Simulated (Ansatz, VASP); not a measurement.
MnSi: VASP beside Ansatz

```xyz
8
Lattice="4.5177 0.0000 0.0000 0.0000 4.5177 0.0000 0.0000 0.0000 4.5177" Properties=species:S:1:pos:R:3 pbc="T T T"
Mn    0.6162    0.6162    0.6162
Mn    3.9015    2.8751    1.6426
Mn    1.6426    3.9015    2.8751
Mn    2.8751    1.6426    3.9015
Si    3.8183    3.8183    3.8183
Si    0.6994    1.5595    2.9583
Si    2.9583    0.6994    1.5595
Si    1.5595    2.9583    0.6994
```

Alike in both runs: functional PBE; k mesh 8 × 8 × 8; occupations gaussian, width 0.1 eV; collinear spin.

Ansatz relaxed the structure, and its values are those at the end. VASP's run is a single point on that final structure, the one shown.

```csv
,VASP,Ansatz
version,VASP 6.6.1,Ansatz 0.2.0
potentials or method,"VASP PAW PBE potentials, release 64 (Mn_pv, Si), cutoff 520 eV","scalar-relativistic, plane waves, PAW"
valence electrons in the cell,68,76
```

|  | VASP | Ansatz | Ansatz less VASP |
| --- | --- | --- | --- |
| gap on the k mesh at the Fermi level (eV) | none | none | - |
| pressure (GPa) | 0.0 | 0.0 | +0.03 |
| rms of the force components (eV/Å) | 0.006 | 0.000 | -0.0051 |
| net moment per atom (μB) | 0.49 | 0.49 | 0.000 |
| size of the moment on the site where the two differ most (μB) | 1.04 | 0.99 | -0.052 |

Site moments also hang on the region over which each program counts them. A gap of «none» marks a metal or a gap that the smearing closes. VASP's potentials hold 68 valence electrons a cell and Ansatz's 76, so a difference there can come from the potentials and not from the codes.
